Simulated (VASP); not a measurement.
# Ag (Fmmm) in VASP: single point with r2SCAN

Aim: the single point of Ag with r2SCAN.

Program: VASP 6.6.1. These are calculated values, not measurements. Logs are shortened: lines on timing, memory, paths and dates and some standing lists are left out, and cuts for length are marked.

## (1) The cell of the first run

The structure is orthorhombic, space group Fmmm (No. 69). The conventional cell has a = 4.043 Å, b = 4.104 Å, c = 4.166 Å, α = 90.00°, β = 90.00°, γ = 90.00°. Within 3.8 Å of Ag (site symmetry mmm) lie 12 Ag at 2.88 to 2.92 Å.

## (2) Single point, r2SCAN (strain +0.0150 x Voigt [1, -1, 0, 0, 0, 0])

POSCAR

```
Ag
1.0
    0.0000000000      2.0212963485      2.0520775112
    2.0828586739      0.0000000000      2.0520775112
    2.0828586739      2.0212963485      0.0000000000
Ag
1
Direct
    0.0000000000      0.0000000000      0.0000000000
```

INCAR.step1

```
SYSTEM = Ag
PREC     = Accurate       ! precision mode
ENCUT    = 520            ! plane-wave cutoff, eV
ISMEAR   = 0              ! smearing method
SIGMA    = 0.15           ! smearing width, eV
LREAL    = .False.        ! projectors in reciprocal space
LASPH    = .True.         ! aspherical terms in the spheres
NELM     = 80             ! most SCF steps
NBANDS   = 12             ! bands
GGA      = PE             ! functional
ALGO     = Normal         ! electronic algorithm
EDIFF    = 1E-4           ! SCF threshold, eV
LWAVE    = .True.         ! write WAVECAR
LCHARG   = .False.        ! write CHGCAR
```

INCAR.step2

```
SYSTEM = Ag
PREC     = Accurate       ! precision mode
ENCUT    = 520            ! plane-wave cutoff, eV
EDIFF    = 1E-6           ! SCF threshold, eV
ISMEAR   = 0              ! smearing method
SIGMA    = 0.15           ! smearing width, eV
LREAL    = .False.        ! projectors in reciprocal space
LASPH    = .True.         ! aspherical terms in the spheres
NELM     = 80             ! most SCF steps
ALGO     = Normal         ! electronic algorithm
ISIF     = 2              ! what is computed and relaxed
LWAVE    = .False.        ! write WAVECAR
LCHARG   = .True.         ! write CHGCAR
METAGGA  = R2SCAN         ! meta-GGA
LMIXTAU  = .True.       
LELF     = .True.         ! ELF
LVHAR    = .True.       
NBANDS   = 12             ! bands
ISTART   = 1
```

KPOINTS

```
Automatic mesh
0
Gamma
  26 26 26
  0 0 0
```

Potentials or basis: VASP PAW PBE potentials, release 64 (Ag).

On the command line:

```bash
> cat potpaw_PBE.64/Ag/POTCAR > POTCAR
> cp INCAR.step1 INCAR
> mpirun -np 1 vasp_std > vasp.out
> cp INCAR.step2 INCAR
> mpirun -np 1 vasp_std > vasp.out
```

OUTCAR:

```text
SYSTEM = Ag
   PREC = Accurate
   ENCUT = 520
   EDIFF = 1E-6
   ISMEAR = 0
   LREAL = .False.
   LASPH = .True.
   NELM = 80
   ISIF = 2
   METAGGA = R2SCAN
   ISTART = 1

 ion  position               nearest neighbor table
   1  0.000  0.000  0.000-

  LATTYP: Found a face centered orthorhombic cell.
 ALAT       =     4.0425926970
 B/A-ratio  =     1.0152284264
 C/A-ratio  =     1.0304568528

  Lattice vectors:

 A1 = (  -2.0828586739,   0.0000000000,  -2.0520775112)
 A2 = (  -2.0828586739,   2.0212963485,   0.0000000000)
 A3 = (   0.0000000000,   2.0212963485,  -2.0520775112)

Analysis of symmetry for initial positions (statically):
=====================================================================
 Subroutine PRICEL returns:
 Original cell was already a primitive cell.

 Routine SETGRP: Setting up the symmetry group for a
 face centered orthorhombic supercell.

 Subroutine GETGRP returns: Found  8 space group operations
 (whereof  8 operations were pure point group operations)
 out of a pool of  8 trial point group operations.

The static configuration has the point symmetry D_2h.

Analysis of symmetry for dynamics (positions and initial velocities):
=====================================================================
 Subroutine PRICEL returns:
 Original cell was already a primitive cell.

 Routine SETGRP: Setting up the symmetry group for a
 face centered orthorhombic supercell.

 Subroutine GETGRP returns: Found  8 space group operations
 (whereof  8 operations were pure point group operations)
 out of a pool of  8 trial point group operations.

The dynamic configuration has the point symmetry D_2h.

 Subroutine INISYM returns: Found  8 space group operations
 (whereof  8 operations are pure point group operations),
 and found     1 'primitive' translations

----------------------------------------------------------------------------------------

                                     Primitive cell

  volume of cell :      17.2788

  direct lattice vectors                    reciprocal lattice vectors
     0.000000000  2.021296348  2.052077511    -0.240054693  0.247366004  0.243655514
     2.082858674  0.000000000  2.052077511     0.240054693 -0.247366004  0.243655514
     2.082858674  2.021296348  0.000000000     0.240054693  0.247366004 -0.243655514

  length of vectors
     2.880392515  2.923922428  2.902402313     0.422118709  0.422118709  0.422118709

  position of ions in fractional coordinates (direct lattice)
     0.000000000  0.000000000  0.000000000

  ion indices of the primitive-cell ions
   primitive index   ion index
[... 83 lines left out ...]
   PSTRESS=    0.0 pullay stress
   NELECT =      11.0000    total number of electrons
   NUPDOWN=      -1.0000    fix difference up-down
   EMIN   =  10.00;   EMAX   =-10.00  energy-range for DOS
   EFERMI =   0.00;   METHOD = LEGACY
   ISMEAR =     0;   SIGMA  =   0.15  broadening in eV -4-tet -1-fermi 0-gaus
   EFERMI_NEDOS =   21; number of points for ismear=-14 and -15
   IALGO  =     38    algorithm
   IMIX   =      4    mixing-type and parameters
     AMIX     =   0.40;   BMIX     =  1.00
     AMIX_MAG =   1.60;   BMIX_MAG =  1.00
  volume/ion in A,a.u.               =      17.28       116.60
  Fermi-wavevector in a.u.,A,eV,Ry     =   1.408320  2.661338 26.985305  1.983364
  Thomas-Fermi vector in A             =   2.530489
   LORBIT       =      0    0 simple, 1 ext, 2 COOP (PROOUT), +10 PAW based schemes
   METAGGA = R2SCAN    functional components
   LHFCALC =     F    Hartree Fock is set to
   AEXX    =    0.0000 exact exchange contribution
   IVDW    =     0    specifies the selected vdW correction
   LEPSILON=     F    determine dielectric tensor
   LRPA    =     F    only Hartree local field effects (RPA)
 non-spin polarized calculation
 Gauss-broadening in eV      SIGMA  =   0.15
  energy-cutoff  :      520.00
  volume of cell :       17.28
 maximum number of plane-waves:       487
 NGX is ok and might be reduce to    24
   NGX = 11   NGY = 11   NGZ = 11

 number of electron      10.9999998 magnetization

 Free energy of the ion-electron system (eV)
  ---------------------------------------------------
  ext. energy  EPLUGINS =         0.00000000
  ---------------------------------------------------
  free energy    TOTEN  =       -21.35889122 eV

  energy without entropy =      -21.35642324  energy(sigma->0) =      -21.35765723

 E-fermi :   8.3114     XC(G=0): -12.8766

 val. band max:        8.3084564116   @ k =   0.4615  -0.0000   0.2308
 cond. band min:       8.3148918998   @ k =   0.3462   0.5000   0.1154
 fundamental gap:      0.0064354881
 Fermi energy:         8.3114136286

 k-point     1 :       0.0000    0.0000    0.0000
  band No.  band energies     occupation
      1       0.3903      2.00000
      2       3.0639      2.00000
      3       3.1604      2.00000
      4       3.2513      2.00000
      5       4.0910      2.00000
      6       4.2587      2.00000
      7      24.8788      0.00000
      8      28.3231      0.00000
      9      28.5130      0.00000
     10      28.7134      0.00000
     11      33.4406      0.00000
     12      34.2353      0.00000
[... 331 lines left out ...]
 k-point    24 :       0.3846    0.0385    0.0000
  band No.  band energies     occupation
      1       1.7328      2.00000
      2       3.1421      2.00000
      3       3.2975      2.00000
      4       4.5339      2.00000
      5       4.8023      2.00000
      6       5.8510      2.00000
      7      15.0311      0.00000
      8      24.4800      0.00000
      9      26.6525      0.00000
     10      27.6649      0.00000
     11      31.4674      0.00000
     12      32.1817      0.00000

 [... further k-points ...]

------------------------ aborting loop because EDIFF is reached ----------------------------------------

  FORCE on cell =-STRESS in cart. coord.  units (eV):
  Direction    XX          YY          ZZ          XY          YZ          ZX
  --------------------------------------------------------------------------------------
  -------------------------------------------------------------------------------------
  Total       -0.0460063      0.0712171      0.0261055      0.0000000      0.0000000      0.0000000
  in kB       -4.2659357      6.6036065      2.4206319      0.0000000      0.0000000      0.0000000
  external PRESSURE =       1.5861009 kB  Pullay stress =       0.0000000 kB

 VOLUME and BASIS-vectors are now :
 -----------------------------------------------------------------------------
  energy-cutoff  :      520.00
  volume of cell :       17.28
      direct lattice vectors                 reciprocal lattice vectors
     0.000000000  2.021296348  2.052077511    -0.240054693  0.247366004  0.243655514
     2.082858674  0.000000000  2.052077511     0.240054693 -0.247366004  0.243655514
     2.082858674  2.021296348  0.000000000     0.240054693  0.247366004 -0.243655514

 POSITION                                       TOTAL-FORCE (eV/Angst)
 -----------------------------------------------------------------------------------
      0.00000      0.00000      0.00000         0.000000      0.000000      0.000000
 -----------------------------------------------------------------------------------
    total drift:                                0.000000      0.000000     -0.000000

  FREE ENERGIE OF THE ION-ELECTRON SYSTEM (eV)
  ---------------------------------------------------
  free  energy   TOTEN  =       -21.3588912237 eV

  energy  without entropy=      -21.3564232362  energy(sigma->0) =      -21.35765723
```

Wall time 7.5 min (1 thread of Intel Xeon 6975P-C (Granite Rapids), shared host); peak memory 0.58 GiB.

What came out:

```
Free energy            : -21.3589 eV
Pressure               : 0.2 GPa
Band gap on the k mesh : zero (an odd number of electrons rules out a gap without spin polarisation)
```

Stress tensor (GPa, compression positive):
```
-0.43  0.00  0.00
 0.00  0.66  0.00
 0.00  0.00  0.24
```

Caveat: the cell differs from its parent crystal (strain +0.0150 x Voigt [1, -1, 0, 0, 0, 0]); the PAW data sets were made with another functional, which shifts forces and pressure a little.
